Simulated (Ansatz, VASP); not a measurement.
One calculation of KTaO3, two programs

The input INCAR:

```
PREC     = Accurate       # precision mode
ENCUT    = 520            # plane-wave cutoff, eV
EDIFF    = 1E-7           # SCF threshold, eV
ISMEAR   = 0              # smearing method
SIGMA    = 0.05           # smearing width, eV
LREAL    = F              # projectors in reciprocal space
LASPH    = T              # aspherical terms in the spheres
NELM     = 60             # most SCF steps
ALGO     = Normal         # electronic algorithm
ISIF     = 2              # what is computed and relaxed
LWAVE    = F              # write WAVECAR
LCHARG   = T              # write CHGCAR
GGA      = PE             # functional
LELF     = T              # ELF
LVHAR    = T            
NBANDS   = 27             # bands
```

The input KPOINTS:

```
Automatic mesh
0
Gamma
  8 8 8
```

POSCAR

```
KTaO3
1.0
    3.9171411064      0.0000000000      0.0000000000
    0.0000000000      3.9171411064      0.0000000000
    0.0000000000      0.0000000000      4.4193185962
K Ta O
1 1 3
Direct
    0.5000000000      0.5000000000      0.5000000000
    0.0000000000      0.0000000000      0.0000000000
    0.5000000000      0.0000000000      0.0000000000
    0.0000000000      0.5000000000      0.0000000000
    0.0000000000      0.0000000000      0.5000000000
```

Input for Ansatz:

```yaml
crystal:
  lattice:
    - [3.9171411064, 0.0, 0.0]
    - [0.0, 3.9171411064, 0.0]
    - [0.0, 0.0, 4.4193185962]
  atoms:
    - { symbol: K, position: [0.5, 0.5, 0.5] }
    - { symbol: Ta, position: [0.0, 0.0, 0.0] }
    - { symbol: O, position: [0.5, 0.0, 0.0] }
    - { symbol: O, position: [0.0, 0.5, 0.0] }
    - { symbol: O, position: [0.0, 0.0, 0.5] }
basis:
  ecutwfc: 520.0
kpoints:
  mp_grid: { grid: [8, 8, 8] }
hamiltonian:
  xc: pbe
scf:
  occupations: { method: gaussian, width: 0.05 }
output:
  forces: true
  stress: true
  eigenvalues: true
```

Alike in both runs: task single point; functional PBE; k mesh 8 × 8 × 8; occupations gaussian, width 0.05 eV; no spin polarisation.

|  | VASP | Ansatz |
| --- | --- | --- |
| version | VASP 6.6.1 | Ansatz 0.2.0 |
| potentials or method | VASP PAW PBE potentials, release 64 (K_sv, Ta_pv, O), cutoff 520 eV | scalar-relativistic, plane waves, PAW |
| valence electrons in the cell | 38 | 40 |

```csv
,VASP,Ansatz,Ansatz less VASP
gap on the k mesh at the Fermi level (eV),1.84,1.87,+0.038
least direct gap on the mesh (eV),2.20,2.23,+0.033
pressure (GPa),-1.8,-2.3,-0.55
"traceless stress, the component that is largest in VASP (GPa)",-20.33,-20.00,+0.325
```

The functional is the same, so the differences come from potentials, cutoffs and numerics. VASP's potentials hold 38 valence electrons a cell and Ansatz's 40, so a difference there can come from the potentials and not from the codes.

Spin-orbit coupling is off throughout.
